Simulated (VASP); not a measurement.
# AlN in VASP: a series of runs, part 2 of 2

VASP 6.6.1. Earlier steps stand in the parts before.

## Step 3: Electric field gradients, PBEsol (10.85 Å³/atom)

INCAR

```
SYSTEM = AlN
ALGO = Normal
EDIFF = 1E-8
ENCUT = 520
GGA = PS
ISIF = 2
ISMEAR = -1
LASPH = .True.
LCHARG = .False.
LEFG = .True.
LREAL = .False.
LWAVE = .False.
NBANDS = 16
NELM = 80
PREC = Accurate
SIGMA = 0.02
```

KPOINTS

```
k-points
0
Gamma
  11 11 6
  0 0 0
```

POSCAR

```
AlN
1.0
    3.1519410852      0.0000000000      0.0000000000
   -1.5759705426      2.7296610510      0.0000000000
    0.0000000000      0.0000000000      5.0435075122
Al N
2 2
Direct
    0.3333333333      0.6666666667      0.0000000000
    0.6666666667      0.3333333333      0.5000000000
    0.3333333333      0.6666666667      0.3850000000
    0.6666666667      0.3333333333      0.8850000000
```

Potentials or basis: VASP PAW PBE potentials, release 64 (Al, N).

Started as:

```console
$ cat potpaw_PBE.64/Al/POTCAR potpaw_PBE.64/N/POTCAR > POTCAR
$ mpirun -np 1 vasp_std > vasp.out
```

OUTCAR:

```text
SYSTEM = AlN
   EDIFF = 1E-8
   ENCUT = 520
   GGA = PS
   ISIF = 2
   ISMEAR = -1
   LASPH = .True.
   LREAL = .False.
   NELM = 80
   PREC = Accurate

 ion  position               nearest neighbor table
   1  0.333  0.667  0.000-   4 1.91   4 1.91   4 1.91   3 1.94   2 3.11   2 3.11   2 3.11   2 3.11
                             2 3.11   2 3.11
   2  0.667  0.333  0.500-   3 1.91   3 1.91   3 1.91   4 1.94   1 3.11   1 3.11   1 3.11   1 3.11
                             1 3.11   1 3.11
   3  0.333  0.667  0.385-   2 1.91   2 1.91   2 1.91   1 1.94
   4  0.667  0.333  0.885-   1 1.91   1 1.91   1 1.91   2 1.94

  LATTYP: Found a hexagonal cell.
 ALAT       =     3.1519410852
 C/A-ratio  =     1.6001274693

  Lattice vectors:

 A1 = (   3.1519410852,   0.0000000000,   0.0000000000)
 A2 = (  -1.5759705426,   2.7296610510,   0.0000000000)
 A3 = (   0.0000000000,   0.0000000000,   5.0435075122)

Analysis of symmetry for initial positions (statically):
=====================================================================
 Subroutine PRICEL returns:
 Original cell was already a primitive cell.

[... 662 lines left out ...]
      1.57597      0.90989      2.52175        -0.000000     -0.000000      0.175355
     -0.00000      1.81977      1.94175         0.000000     -0.000000     -0.175355
      1.57597      0.90989      4.46350        -0.000000      0.000000     -0.175355
 -----------------------------------------------------------------------------------
    total drift:                               -0.000000      0.000000      0.000266

  FREE ENERGIE OF THE ION-ELECTRON SYSTEM (eV)
  ---------------------------------------------------
  free  energy   TOTEN  =       -31.2760849125 eV

  energy  without entropy=      -31.2760849125  energy(sigma->0) =      -31.27608491

 Electric field gradients (V/A^2)
---------------------------------------------------------------------
 ion       V_xx      V_yy      V_zz      V_xy      V_xz      V_yz
---------------------------------------------------------------------
   1      -4.050    -4.050     8.100     0.000     0.000    -0.000
   2      -4.050    -4.050     8.100     0.000    -0.000     0.000
   3      -0.195    -0.196     0.391    -0.001     0.000    -0.000
   4      -0.195    -0.196     0.391    -0.001    -0.000     0.000
---------------------------------------------------------------------

 Electric field gradients after diagonalization (V/A^2)
 (convention: |V_zz| > |V_xx| > |V_yy|)
----------------------------------------------------------------------
 ion       V_xx      V_yy      V_zz     asymmetry (V_yy - V_xx)/ V_zz
----------------------------------------------------------------------
   1      -4.050    -4.050     8.100       0.000
   2      -4.050    -4.050     8.100       0.000
   3      -0.197    -0.195     0.391       0.005
   4      -0.197    -0.195     0.391       0.005
----------------------------------------------------------------------

           NMR quadrupolar parameters

 Cq : quadrupolar parameter    Cq=e*Q*V_zz/h
 eta: asymmetry parameters     (V_yy - V_xx)/ V_zz
 Q  : nuclear electric quadrupole moment in mb (millibarn)
----------------------------------------------------------------------
 ion       Cq(MHz)       eta       Q (mb)
----------------------------------------------------------------------
   1       0.020       0.000       1.000
   2       0.020       0.000       1.000
   3       0.001       0.005       1.000
   4       0.001       0.005       1.000
----------------------------------------------------------------------
```

Wall time 52 s (1 thread of Intel Xeon 8259CL, shared host); peak memory 0.17 GiB.

Results:

```yaml
Free_energy: -31.2761 eV
Pressure: -6.9 GPa
Largest_force: 0.175 eV/Å
Band_gap_on_the_k_mesh: 3.75 eV
Largest_electric_field_gradient_by_atom: Al +8.1; N +0.4 V/Å²
```

Forces in eV/Å, atoms in the order of the input:
```
Al   0.000  0.000  0.175
Al   0.000  0.000  0.175
N    0.000  0.000 -0.175
N    0.000  0.000 -0.175
```

Stress tensor (GPa, compression positive):
```
-6.55  0.00  0.00
 0.00 -6.55  0.00
 0.00  0.00 -7.59
```

Electric field gradients, principal values (V/Å²):
| atom | least | middle | greatest (by size) |
| --- | --- | --- | --- |
| 1 Al | -4.050 | -4.050 | 8.100 |
| 2 Al | -4.050 | -4.050 | 8.100 |
| 3 N | -0.195 | -0.197 | 0.391 |
| 4 N | -0.195 | -0.197 | 0.391 |

Caveat: the cell stands under tension; without QUAD_EFG the Cq values of the log hold for a quadrupole moment of 1 mb, not for the nuclei; the PAW data sets were made with another functional, which shifts forces and pressure a little; an odd mesh through Γ misses points on the zone boundary, where band edges can lie.

## Step 4: Electric field gradients, PBEsol (equal xy, yz and zx shear strains of +2 %)

INCAR

```
SYSTEM = AlN
PREC     = Accurate       ! precision mode
ENCUT    = 520            ! plane-wave cutoff, eV
EDIFF    = 1E-8           ! SCF threshold, eV
ISMEAR   = -1             ! smearing method
SIGMA    = 0.02           ! smearing width, eV
LREAL    = .False.        ! projectors in reciprocal space
LASPH    = .True.         ! aspherical terms in the spheres
NELM     = 100            ! most SCF steps
ALGO     = Normal         ! electronic algorithm
ISIF     = 2              ! what is computed and relaxed
LWAVE    = .False.        ! write WAVECAR
LCHARG   = .False.        ! write CHGCAR
GGA      = PS             ! functional
LEFG     = .True.       
NBANDS   = 16             ! bands
```

KPOINTS

```
regular mesh
0
Gamma
  11 11 6
  0 0 0
```

POSCAR

```
AlN
1.0
    3.1110021516      0.0311100215      0.0311100215
   -1.5285590069      2.6786518837      0.0113870582
    0.0497800000      0.0497800000      4.9780000000
Al N
2 2
Direct
    0.3333333333      0.6666666667      0.0000000000
    0.6666666667      0.3333333333      0.5000000000
    0.3333333333      0.6666666667      0.3850000000
    0.6666666667      0.3333333333      0.8850000000
```

Potentials or basis: VASP PAW PBE potentials, release 64 (Al, N).

Started as:

```console
$ cat potpaw_PBE.64/Al/POTCAR potpaw_PBE.64/N/POTCAR > POTCAR
$ mpirun -np 1 vasp_std > vasp.out
```

OUTCAR:

```text
SYSTEM = AlN
   PREC = Accurate
   ENCUT = 520
   EDIFF = 1E-8
   ISMEAR = -1
   LREAL = .False.
   LASPH = .True.
   NELM = 100
   ISIF = 2
   GGA = PS

 ion  position               nearest neighbor table
   1  0.333  0.667  0.000-   4 1.87   4 1.87   4 1.91   3 1.92   2 3.04   2 3.04   2 3.05   2 3.07
                             2 3.10   2 3.12
   2  0.667  0.333  0.500-   3 1.87   3 1.89   3 1.90   4 1.92   1 3.04   1 3.04   1 3.05   1 3.07
                             1 3.10   1 3.12
   3  0.333  0.667  0.385-   2 1.87   2 1.89   2 1.90   1 1.92
   4  0.667  0.333  0.885-   1 1.87   1 1.87   1 1.91   2 1.92

  LATTYP: Found a triclinic cell.
 ALAT       =     3.1382705254
 B/A-ratio  =     2.3142612988
[... 690 lines left out ...]
---------------------------------------------------------------------
   1      -2.236    -6.400     8.635     3.974     2.211    -0.090
   2      -6.393    -2.111     8.505    -0.249    -2.330    -0.033
   3      -0.551    -0.099     0.650     2.508     1.856     2.203
   4      -0.034    -0.646     0.680     3.038     2.516     2.168
---------------------------------------------------------------------

 Electric field gradients after diagonalization (V/A^2)
 (convention: |V_zz| > |V_xx| > |V_yy|)
----------------------------------------------------------------------
 ion       V_xx      V_yy      V_zz     asymmetry (V_yy - V_xx)/ V_zz
----------------------------------------------------------------------
   1      -8.891    -0.208     9.100       0.954
   2      -6.763    -2.098     8.861       0.527
   3      -2.850    -1.552     4.402       0.295
   4      -3.396    -1.774     5.170       0.314
----------------------------------------------------------------------

           NMR quadrupolar parameters

 Cq : quadrupolar parameter    Cq=e*Q*V_zz/h
 eta: asymmetry parameters     (V_yy - V_xx)/ V_zz
 Q  : nuclear electric quadrupole moment in mb (millibarn)
----------------------------------------------------------------------
 ion       Cq(MHz)       eta       Q (mb)
----------------------------------------------------------------------
   1       0.022       0.954       1.000
   2       0.021       0.527       1.000
   3       0.011       0.295       1.000
   4       0.013       0.314       1.000
----------------------------------------------------------------------
```

Wall time 6.9 min (1 thread of AMD EPYC 7R13, shared host); peak memory 0.28 GiB.

What came out:

| Quantity | Value |
| --- | --- |
| Free energy | -31.2869 eV |
| Pressure | 0.7 GPa |
| Largest force | 0.380 eV/Å |
| Band gap on the k mesh | 4.06 eV |
| Largest electric field gradient by atom | Al +9.1, +8.9; N +4.4, +5.2 V/Å² |

Forces in eV/Å, atoms in the order of the input:
```
Al  -0.284 -0.093  0.194
Al   0.082 -0.108  0.181
N   -0.111  0.108 -0.179
N    0.313  0.093 -0.196
```

Stress tensor (GPa, compression positive):
```
 1.33 -3.60 -2.57
-3.60  1.35 -2.57
-2.57 -2.57 -0.67
```

Electric field gradients, principal values (V/Å²):
```tsv
atom	least	middle	greatest (by size)
1 Al	-0.208	-8.891	9.100
2 Al	-2.098	-6.763	8.861
3 N	-1.552	-2.850	4.402
4 N	-1.774	-3.396	5.170
```

Caveat: the cell differs from its parent crystal (equal xy, yz and zx shear strains of +2 %); without QUAD_EFG the Cq values of the log hold for a quadrupole moment of 1 mb, not for the nuclei; the PAW data sets were made with another functional, which shifts forces and pressure a little; an odd mesh through Γ misses points on the zone boundary, where band edges can lie.

## Step 5: Electric field gradients, PBEsol (equal xy, yz and zx shear strains of +2 %)

INCAR

```
ALGO     = Normal         # electronic algorithm
EDIFF    = 1E-8           # SCF threshold, eV
ENCUT    = 520            # plane-wave cutoff, eV
GGA      = PS             # functional
ISIF     = 2              # what is computed and relaxed
ISMEAR   = -1             # smearing method
LASPH    = True           # aspherical terms in the spheres
LCHARG   = False          # write CHGCAR
LEFG     = True         
LREAL    = False          # projectors in reciprocal space
LWAVE    = False          # write WAVECAR
NBANDS   = 16             # bands
NELM     = 80             # most SCF steps
PREC     = Accurate       # precision mode
SIGMA    = 0.02           # smearing width, eV
```

KPOINTS

```
k-points
0
Gamma
  11 11 6
```

POSCAR is that of step 4.

Potentials or basis: VASP PAW PBE potentials, release 64 (Al, N).

Started as:

```console
$ cat potpaw_PBE.64/Al/POTCAR potpaw_PBE.64/N/POTCAR > POTCAR
$ mpirun -np 1 vasp_std > vasp.out
```

OUTCAR:

```text
EDIFF = 1E-8
   ENCUT = 520
   GGA = PS
   ISIF = 2
   ISMEAR = -1
   LASPH = True
   LREAL = False
   NELM = 80
   PREC = Accurate

 ion  position               nearest neighbor table
   1  0.333  0.667  0.000-   4 1.87   4 1.87   4 1.91   3 1.92   2 3.04   2 3.04   2 3.05   2 3.07
                             2 3.10   2 3.12
   2  0.667  0.333  0.500-   3 1.87   3 1.89   3 1.90   4 1.92   1 3.04   1 3.04   1 3.05   1 3.07
                             1 3.10   1 3.12
   3  0.333  0.667  0.385-   2 1.87   2 1.89   2 1.90   1 1.92
   4  0.667  0.333  0.885-   1 1.87   1 1.87   1 1.91   2 1.92

  LATTYP: Found a triclinic cell.
 ALAT       =     3.1382705254
 B/A-ratio  =     2.3142612988
 C/A-ratio  =     0.9914101449
 COS(alpha) =     0.0011357214
 COS(beta)  =     0.5129592076
 COS(gamma) =     0.6258032933

  Lattice vectors:

 A1 = (  -1.5824431447,  -2.7097619052,  -0.0424970797)
 A2 = (  -0.0041041378,  -5.3386337889,   4.9241158621)
 A3 = (  -3.1110021516,  -0.0311100215,  -0.0311100215)

Analysis of symmetry for initial positions (statically):
=====================================================================
 Subroutine PRICEL returns:
 Original cell was already a primitive cell.

 Routine SETGRP: Setting up the symmetry group for a
 triclinic supercell.

 Subroutine GETGRP returns: Found  1 space group operations
 (whereof  1 operations were pure point group operations)
 out of a pool of  2 trial point group operations.

The static configuration has the point symmetry C_1 .

[... 174 lines left out ...]
      3       0.0355      2.00000
      4       5.1250      2.00000
      5       5.2351      2.00000
      6       5.7725      2.00000
[... 433 lines left out ...]
      3       1.3998      2.00000
      4       2.0868      2.00000
      5       2.2528      2.00000
      6       3.5271      2.00000
[... 8 lines left out ...]
     15      18.2770      0.00000
     16      20.6920      0.00000

 [... further k-points ...]
[... 5 lines left out ...]
  --------------------------------------------------------------------------------------
  -------------------------------------------------------------------------------------
  Total        0.3465856      0.3507229     -0.1741803     -0.9379713     -0.6684644     -0.6696439
  in kB       13.3126454     13.4715628     -6.6904126    -36.0282725    -25.6762846    -25.7215880
  external PRESSURE =       6.6979319 kB  Pullay stress =       0.0000000 kB

 VOLUME and BASIS-vectors are now :
 -----------------------------------------------------------------------------
  energy-cutoff  :      520.00
  volume of cell :       41.71
      direct lattice vectors                 reciprocal lattice vectors
     3.111002152  0.031110022  0.031110022     0.319665670  0.182436925 -0.005021026
    -1.528559007  2.678651884  0.011387058    -0.003675646  0.371240257 -0.003675646
     0.049780000  0.049780000  4.978000000    -0.001989343 -0.001989343  0.200923676

 POSITION                                       TOTAL-FORCE (eV/Angst)
 -----------------------------------------------------------------------------------
      0.01796      1.79614      0.01796        -0.283854     -0.092784      0.194187
      1.58937      0.93851      2.51354         0.081882     -0.107896      0.180760
      0.03713      1.81530      1.93449        -0.110657      0.107772     -0.179015
      1.60854      0.95768      4.43007         0.312630      0.092908     -0.195932
 -----------------------------------------------------------------------------------
    total drift:                               -0.000054      0.000229     -0.000099

  FREE ENERGIE OF THE ION-ELECTRON SYSTEM (eV)
  ---------------------------------------------------
  free  energy   TOTEN  =       -31.2868680287 eV

  energy  without entropy=      -31.2868680287  energy(sigma->0) =      -31.28686803

 Electric field gradients (V/A^2)
---------------------------------------------------------------------
 ion       V_xx      V_yy      V_zz      V_xy      V_xz      V_yz
---------------------------------------------------------------------
   1      -2.236    -6.400     8.635     3.974     2.211    -0.090
   2      -6.393    -2.111     8.505    -0.249    -2.330    -0.033
   3      -0.551    -0.099     0.650     2.508     1.856     2.203
   4      -0.034    -0.646     0.680     3.038     2.516     2.168
---------------------------------------------------------------------

 Electric field gradients after diagonalization (V/A^2)
 (convention: |V_zz| > |V_xx| > |V_yy|)
----------------------------------------------------------------------
 ion       V_xx      V_yy      V_zz     asymmetry (V_yy - V_xx)/ V_zz
----------------------------------------------------------------------
   1      -8.891    -0.208     9.100       0.954
   2      -6.763    -2.098     8.861       0.527
   3      -2.850    -1.552     4.402       0.295
   4      -3.396    -1.774     5.170       0.314
----------------------------------------------------------------------

           NMR quadrupolar parameters

 Cq : quadrupolar parameter    Cq=e*Q*V_zz/h
 eta: asymmetry parameters     (V_yy - V_xx)/ V_zz
 Q  : nuclear electric quadrupole moment in mb (millibarn)
----------------------------------------------------------------------
 ion       Cq(MHz)       eta       Q (mb)
----------------------------------------------------------------------
   1       0.022       0.954       1.000
   2       0.021       0.527       1.000
   3       0.011       0.295       1.000
   4       0.013       0.314       1.000
----------------------------------------------------------------------
```

stdout:

```text
POSCAR found type information on POSCAR AlN
 POSCAR found :  2 types and       4 ions
 scaLAPACK will be used
 -----------------------------------------------------------------------------
|                                                                             |
|                                                                             |
|     You enforced a specific xc type in the INCAR file but a different       |
|     I HOPE YOU KNOW WHAT YOU ARE DOING!                                     |
|                                                                             |
 -----------------------------------------------------------------------------

 LDA part: xc-table for (Slater+PW92), standard interpolation
 POSCAR, INCAR and KPOINTS ok, starting setup
 FFT: planning ... GRIDC
 FFT: planning ... GRID_SOFT
 FFT: planning ... GRID
 WAVECAR not read
 entering main loop
ion   1
     0.0000349    -0.2380486    -0.0012457    -0.4256100    -0.1351249    -0.1205119
     0.0000480    -0.2380486    -0.0012457    -0.4256100    -0.1351249    -0.1205119
     0.0000661    -0.2380486    -0.0012457    -0.4256100    -0.1351249    -0.1205119
     0.0000910    -0.2380486    -0.0012457    -0.4256100    -0.1351249    -0.1205119
[... 34 lines left out ...]
     0.0000281    -3.1065354    -2.0497113    -0.8797432    -2.5073257    -0.4089997
     0.0000381    -3.1065351    -2.0497111    -0.8797431    -2.5073254    -0.4089997
     0.0000517    -3.1065346    -2.0497108    -0.8797430    -2.5073250    -0.4089996
     0.0000701    -3.1065338    -2.0497102    -0.8797428    -2.5073243    -0.4089995
```

Run time: 6.8 min. Hardware: 1 thread of AMD EPYC 7R13, shared host; peak memory 0.28 GiB.

What came out:

```yaml
Free_energy: -31.2869 eV
Pressure: 0.7 GPa
Largest_force: 0.380 eV/Å
Band_gap_on_the_k_mesh: 4.06 eV
Largest_electric_field_gradient_by_atom: Al +9.1, +8.9; N +4.4, +5.2 V/Å²
```

Forces on the atoms (eV/Å):
```
Al  -0.284 -0.093  0.194
Al   0.082 -0.108  0.181
N   -0.111  0.108 -0.179
N    0.313  0.093 -0.196
```

Levels at points of the mesh, in eV from the valence-band top:
| k point | band 5 | band 6 | band 7 | band 8 | band 9 | band 10 | band 11 | band 12 |
| --- | --- | --- | --- | --- | --- | --- | --- | --- |
| (0.00, 0.00, 0.00) | -0.91 | -0.38 | -0.26 | 0.00 | 4.06 | 6.50 | 10.44 | 10.80 |
| (0.00, 0.00, 0.50) | -0.75 | -0.69 | -0.61 | -0.55 | 6.31 | 6.34 | 10.14 | 10.15 |

Electric field gradients, principal values (V/Å²):
```csv
atom,least,middle,greatest (by size)
1 Al,-0.208,-8.891,9.100
2 Al,-2.098,-6.763,8.861
3 N,-1.552,-2.850,4.402
4 N,-1.774,-3.396,5.170
```

Caveat: the cell differs from its parent crystal (equal xy, yz and zx shear strains of +2 %); without QUAD_EFG the Cq values of the log hold for a quadrupole moment of 1 mb, not for the nuclei; the PAW data sets were made with another functional, which shifts forces and pressure a little; an odd mesh through Γ misses points on the zone boundary, where band edges can lie.
